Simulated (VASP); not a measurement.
# Ti4Pt3 (Pm-3m) in VASP: further runs

The runs below take Ti4Pt3 through single point, relaxation of cell and atoms, with PBE.

Everything below comes from runs of VASP 6.6.1. Logs are shortened: lines on timing, memory, paths and dates and some standing lists are left out, and cuts for length are marked.

### 1 The cell of the first run

It takes space group Pm-3m (No. 221, cubic). Conventional cell: a = 5.136 Å, b = 5.136 Å, c = 5.136 Å, α = 90.00°, β = 90.00°, γ = 90.00°. Ti (site symmetry 4/mmm) has 2 Ti at 2.57 Å and 4 Pt at 2.57 Å within 3.4 Å. Ti (site symmetry m-3m) has 6 Ti at 2.57 Å within 3.4 Å. Pt (site symmetry 4/mmm) has 4 Ti at 2.57 Å within 3.4 Å.

The cell was generated, and may not be a known phase.

### 2 Single point, PBE

INCAR reads:

```
ALGO     = Normal         # electronic algorithm
EDIFF    = 1E-6           # SCF threshold, eV
ENCUT    = 520            # plane-wave cutoff, eV
GGA      = PE             # functional
ISIF     = 2              # what is computed and relaxed
ISMEAR   = 0              # smearing method
LASPH    = True           # aspherical terms in the spheres
LCHARG   = True           # write CHGCAR
LELF     = True           # ELF
LREAL    = False          # projectors in reciprocal space
LVHAR    = True         
LWAVE    = False          # write WAVECAR
NBANDS   = 48             # bands
NELM     = 80             # most SCF steps
PREC     = Accurate       # precision mode
SIGMA    = 0.1            # smearing width, eV
```

KPOINTS reads:

```
k-points
0
Gamma
  4 4 4
```

POSCAR reads:

```
Ti4Pt3
1.0
    5.1357912876      0.0000000000      0.0000000000
    0.0000000000      5.1357912876      0.0000000000
    0.0000000000      0.0000000000      5.1357912876
Ti Pt
4 3
Direct
    0.5000000000      0.0000000000      0.0000000000
    0.0000000000      0.5000000000      0.0000000000
    0.0000000000      0.0000000000      0.5000000000
    0.0000000000      0.0000000000      0.0000000000
    0.0000000000      0.5000000000      0.5000000000
    0.5000000000      0.0000000000      0.5000000000
    0.5000000000      0.5000000000      0.0000000000
```

Potentials or basis: VASP PAW PBE potentials, release 64 (Ti_sv, Pt).

The run is started by

```bash
cat potpaw_PBE.64/Ti_sv/POTCAR potpaw_PBE.64/Pt/POTCAR > POTCAR
mpirun -np 1 vasp_std > vasp.out
```

OUTCAR:

```text
EDIFF = 1E-6
   ENCUT = 520
   GGA = PE
   ISIF = 2
   ISMEAR = 0
   LASPH = True
   LREAL = False
   NELM = 80
   PREC = Accurate

 ion  position               nearest neighbor table
   1  0.500  0.000  0.000-   4 2.57   6 2.57   7 2.57   6 2.57   7 2.57   4 2.57
   2  0.000  0.500  0.000-   4 2.57   5 2.57   7 2.57   5 2.57   4 2.57   7 2.57
   3  0.000  0.000  0.500-   4 2.57   5 2.57   6 2.57   4 2.57   5 2.57   6 2.57
   4  0.000  0.000  0.000-   1 2.57   2 2.57   3 2.57   3 2.57   2 2.57   1 2.57
   5  0.000  0.500  0.500-   2 2.57   3 2.57   2 2.57   3 2.57
   6  0.500  0.000  0.500-   1 2.57   3 2.57   1 2.57   3 2.57
   7  0.500  0.500  0.000-   1 2.57   2 2.57   1 2.57   2 2.57

  LATTYP: Found a simple cubic cell.
 ALAT       =     5.1357912876

  Lattice vectors:

 A1 = (   5.1357912876,   0.0000000000,   0.0000000000)
 A2 = (   0.0000000000,   5.1357912876,   0.0000000000)
 A3 = (   0.0000000000,   0.0000000000,   5.1357912876)

Analysis of symmetry for initial positions (statically):
=====================================================================
 Subroutine PRICEL returns:
 Original cell was already a primitive cell.

 Routine SETGRP: Setting up the symmetry group for a
 simple cubic supercell.

 Subroutine GETGRP returns: Found 48 space group operations
 (whereof 48 operations were pure point group operations)
 out of a pool of 48 trial point group operations.

The static configuration has the point symmetry O_h .

Analysis of symmetry for dynamics (positions and initial velocities):
=====================================================================
 Subroutine PRICEL returns:
 Original cell was already a primitive cell.

 Routine SETGRP: Setting up the symmetry group for a
 simple cubic supercell.

 Subroutine GETGRP returns: Found 48 space group operations
 (whereof 48 operations were pure point group operations)
 out of a pool of 48 trial point group operations.

The dynamic configuration has the point symmetry O_h .

 Subroutine INISYM returns: Found 48 space group operations
 (whereof 48 operations are pure point group operations),
 and found     1 'primitive' translations

----------------------------------------------------------------------------------------

                                     Primitive cell

  volume of cell :     135.4634

  direct lattice vectors                    reciprocal lattice vectors
     5.135791288  0.000000000  0.000000000     0.194711962  0.000000000  0.000000000
     0.000000000  5.135791288  0.000000000     0.000000000  0.194711962  0.000000000
     0.000000000  0.000000000  5.135791288     0.000000000  0.000000000  0.194711962

  length of vectors
     5.135791288  5.135791288  5.135791288     0.194711962  0.194711962  0.194711962

  position of ions in fractional coordinates (direct lattice)
     0.500000000  0.000000000  0.000000000
     0.000000000  0.500000000  0.000000000
     0.000000000  0.000000000  0.500000000
     0.000000000  0.000000000  0.000000000
     0.000000000  0.500000000  0.500000000
     0.500000000  0.000000000  0.500000000
     0.500000000  0.500000000  0.000000000

  ion indices of the primitive-cell ions
   primitive index   ion index
                 1           1
                 2           2
                 3           3
                 4           4
                 5           5
                 6           6
                 7           7

----------------------------------------------------------------------------------------

 KPOINTS: k-points

Automatic generation of k-mesh.
 Grid dimensions read from file:
 generate k-points for:    4    4    4

 Generating k-lattice:

  Cartesian coordinates                     Fractional coordinates (reciprocal lattice)
     0.048677991  0.000000000  0.000000000     0.250000000  0.000000000  0.000000000
     0.000000000  0.048677991  0.000000000     0.000000000  0.250000000  0.000000000
     0.000000000  0.000000000  0.048677991     0.000000000  0.000000000  0.250000000

  Length of vectors
     0.048677991  0.048677991  0.048677991

  Shift w.r.t. Gamma in fractional coordinates (k-lattice)
     0.000000000  0.000000000  0.000000000

 Subroutine IBZKPT returns following result:
 ===========================================

 Found     10 irreducible k-points:

 Following reciprocal coordinates:
            Coordinates               Weight
  0.000000  0.000000  0.000000      1.000000
  0.250000  0.000000  0.000000      6.000000
  0.500000  0.000000  0.000000      3.000000
  0.250000  0.250000  0.000000     12.000000
  0.500000  0.250000  0.000000     12.000000
  0.500000  0.500000  0.000000      3.000000
  0.250000  0.250000  0.250000      8.000000
  0.500000  0.250000  0.250000     12.000000
  0.500000  0.500000  0.250000      6.000000
  0.500000  0.500000  0.500000      1.000000
   k-points           NKPTS =     10   k-points in BZ     NKDIM =     10   number of bands    NBANDS=     48
   number of dos      NEDOS =    301   number of ions     NIONS =      7
   total plane-waves  NPLWV =  64000
   dimension x,y,z NGX =    40 NGY =   40 NGZ =   40
   dimension x,y,z NGXF=    80 NGYF=   80 NGZF=   80
   ions per type =               4   3
   NGX,Y,Z   is equivalent  to a cutoff of  12.95, 12.95, 12.95 a.u.
   NGXF,Y,Z  is equivalent  to a cutoff of  25.90, 25.90, 25.90 a.u.
 SYSTEM =  unknown system
   PREC   = accura    normal or accurate (medium, high low for compatibility)
   ISTART =      0    job   : 0-new  1-cont  2-samecut
   ICHARG =      2    charge: 1-file 2-atom 10-const
   ISPIN  =      1    spin polarized calculation?
   LNONCOLLINEAR =      F non collinear calculations
   LSORBIT =      F    spin-orbit coupling
   LASPH  =      T    aspherical Exc in radial PAW
   ENCUT  =  520.0 eV  38.22 Ry    6.18 a.u.   9.55  9.55  9.55*2*pi/ulx,y,z
   NELM   =     80;   NELMIN=  2; NELMDL= -5     # of ELM steps
   EDIFF  = 0.1E-05   stopping-criterion for ELM
   LREAL  =      F    real-space projection
   EDIFFG = 0.1E-04   stopping-criterion for IOM
   NSW    =      0    number of steps for IOM
   IBRION =     -1    ionic relax: 0-MD 1-quasi-New 2-CG
   NFREE  =      0    steps in history (QN), initial steepest desc. (CG)
   ISIF   =      2    stress and relaxation
   ISYM   =      2    0-nonsym 1-usesym 2-fastsym
   POTIM  = 0.5000    time-step for ionic-motion
   TEBEG  =    0.0;   TEEND  =   0.0 temperature during run
   PSTRESS=    0.0 pullay stress
   NELECT =      78.0000    total number of electrons
   NUPDOWN=      -1.0000    fix difference up-down
   EMIN   =  10.00;   EMAX   =-10.00  energy-range for DOS
   EFERMI =   0.00;   METHOD = LEGACY
   ISMEAR =     0;   SIGMA  =   0.10  broadening in eV -4-tet -1-fermi 0-gaus
   EFERMI_NEDOS =   21; number of points for ismear=-14 and -15
   IALGO  =     38    algorithm
   IMIX   =      4    mixing-type and parameters
     AMIX     =   0.40;   BMIX     =  1.00
     AMIX_MAG =   1.60;   BMIX_MAG =  1.00
  volume/ion in A,a.u.               =      19.35       130.59
  Fermi-wavevector in a.u.,A,eV,Ry     =   1.361964  2.573739 25.238076  1.854946
  Thomas-Fermi vector in A             =   2.488495
   LORBIT       =      0    0 simple, 1 ext, 2 COOP (PROOUT), +10 PAW based schemes
   GGA     = PE    functional components
   LHFCALC =     F    Hartree Fock is set to
   AEXX    =    0.0000 exact exchange contribution
   IVDW    =     0    specifies the selected vdW correction
   LEPSILON=     F    determine dielectric tensor
   LRPA    =     F    only Hartree local field effects (RPA)
 non-spin polarized calculation
 Gauss-broadening in eV      SIGMA  =   0.10
  energy-cutoff  :      520.00
  volume of cell :      135.46
 maximum number of plane-waves:      3743
 NGX is ok and might be reduce to    40
   NGX = 19   NGY = 19   NGZ = 19

 number of electron      78.0000020 magnetization

 Free energy of the ion-electron system (eV)
  ---------------------------------------------------
  ext. energy  EPLUGINS =         0.00000000
  ---------------------------------------------------
  free energy    TOTEN  =       -47.19001002 eV

  energy without entropy =      -47.09658660  energy(sigma->0) =      -47.14329831

 E-fermi :   6.9825     XC(G=0): -11.2140

 val. band max:        6.9774002328   @ k =   0.5000   0.0000   0.0000
 cond. band min:       6.9990784036   @ k =   0.5000   0.5000   0.5000
 fundamental gap:      0.0216781707
 Fermi energy:         6.9824603194

 k-point     1 :       0.0000    0.0000    0.0000
  band No.  band energies     occupation
      1     -49.9898      2.00000
      2     -49.9625      2.00000
      3     -49.9625      2.00000
      4     -49.0919      2.00000
      5     -26.4319      2.00000
      6     -26.4319      2.00000
[... 40 lines left out ...]
     47       9.4216      0.00000
     48       9.4216      0.00000

 k-point     2 :       0.2500    0.0000    0.0000
  band No.  band energies     occupation
      1     -49.9851      2.00000
      2     -49.9634      2.00000
      3     -49.9619      2.00000
      4     -49.0957      2.00000
      5     -26.4266      2.00000
      6     -26.4266      2.00000
[... 40 lines left out ...]
     47       9.2174      0.00000
     48       9.4433      0.00000

 k-point     3 :       0.5000    0.0000    0.0000
  band No.  band energies     occupation
      1     -49.9796      2.00000
      2     -49.9652      2.00000
      3     -49.9613      2.00000
      4     -49.0996      2.00000
      5     -26.4208      2.00000
      6     -26.4208      2.00000
[... 346 lines left out ...]
     47       8.4210      0.00000
     48       8.6282      0.00000

 k-point    10 :       0.5000    0.5000    0.5000
  band No.  band energies     occupation
      1     -49.9627      2.00000
      2     -49.9627      2.00000
      3     -49.9627      2.00000
      4     -49.1155      2.00000
      5     -26.3140      2.00000
      6     -26.3140      2.00000
[... 40 lines left out ...]
     47       8.3703      0.00000
     48       8.5642      0.00000

------------------------ aborting loop because EDIFF is reached ----------------------------------------

  FORCE on cell =-STRESS in cart. coord.  units (eV):
  Direction    XX          YY          ZZ          XY          YZ          ZX
  --------------------------------------------------------------------------------------
  -------------------------------------------------------------------------------------
  Total       -0.2738551     -0.2738551     -0.2738551      0.0000000      0.0000000     -0.0000000
  in kB       -3.2389881     -3.2389881     -3.2389881      0.0000000      0.0000000     -0.0000000
  external PRESSURE =      -3.2389881 kB  Pullay stress =       0.0000000 kB

 VOLUME and BASIS-vectors are now :
 -----------------------------------------------------------------------------
  energy-cutoff  :      520.00
  volume of cell :      135.46
      direct lattice vectors                 reciprocal lattice vectors
     5.135791288  0.000000000  0.000000000     0.194711962  0.000000000  0.000000000
     0.000000000  5.135791288  0.000000000     0.000000000  0.194711962  0.000000000
     0.000000000  0.000000000  5.135791288     0.000000000  0.000000000  0.194711962

 POSITION                                       TOTAL-FORCE (eV/Angst)
 -----------------------------------------------------------------------------------
      2.56790      0.00000      0.00000         0.000000      0.000000      0.000000
      0.00000      2.56790      0.00000         0.000000      0.000000      0.000000
      0.00000      0.00000      2.56790         0.000000      0.000000      0.000000
      0.00000      0.00000      0.00000         0.000000      0.000000      0.000000
      0.00000      2.56790      2.56790         0.000000      0.000000      0.000000
      2.56790      0.00000      2.56790         0.000000      0.000000      0.000000
      2.56790      2.56790      0.00000         0.000000      0.000000      0.000000
 -----------------------------------------------------------------------------------
    total drift:                                0.000000      0.000000     -0.000000

  FREE ENERGIE OF THE ION-ELECTRON SYSTEM (eV)
  ---------------------------------------------------
  free  energy   TOTEN  =       -47.1900100218 eV

  energy  without entropy=      -47.0965866033  energy(sigma->0) =      -47.14329831
```

Wall time 38 s (1 thread of Intel Xeon 6975P-C (Granite Rapids), shared host); peak memory 0.26 GiB.

Results:

* Free energy: -47.1900 eV
* Pressure: -0.3 GPa
* Band gap on the k mesh: zero (bands 39 and 40 overlap by 0.36 eV)

Levels at points of the mesh, in eV from the Fermi level:
| k point | band 36 | band 37 | band 38 | band 39 | band 40 | band 41 | band 42 | band 43 |
| --- | --- | --- | --- | --- | --- | --- | --- | --- |
| (0.00, 0.00, 0.00) | -0.04 | -0.04 | 0.22 | 0.22 | 0.22 | 0.48 | 0.48 | 0.48 |
| (0.50, 0.00, 0.00) | -0.86 | -0.86 | -0.01 | 0.05 | 0.44 | 0.49 | 0.86 | 1.60 |
| (0.50, 0.50, 0.00) | -0.75 | -0.75 | -0.22 | -0.14 | -0.14 | 0.17 | 0.72 | 0.72 |
| (0.50, 0.50, 0.50) | -0.29 | -0.29 | -0.29 | 0.02 | 0.02 | 0.02 | 0.66 | 0.66 |

Caveat: spin-orbit coupling is left out, which moves the levels of the heavy elements.

(Continued in part 2 of 2.)

The gap in the log of VASP goes by the Fermi energy; the results here count the filled bands.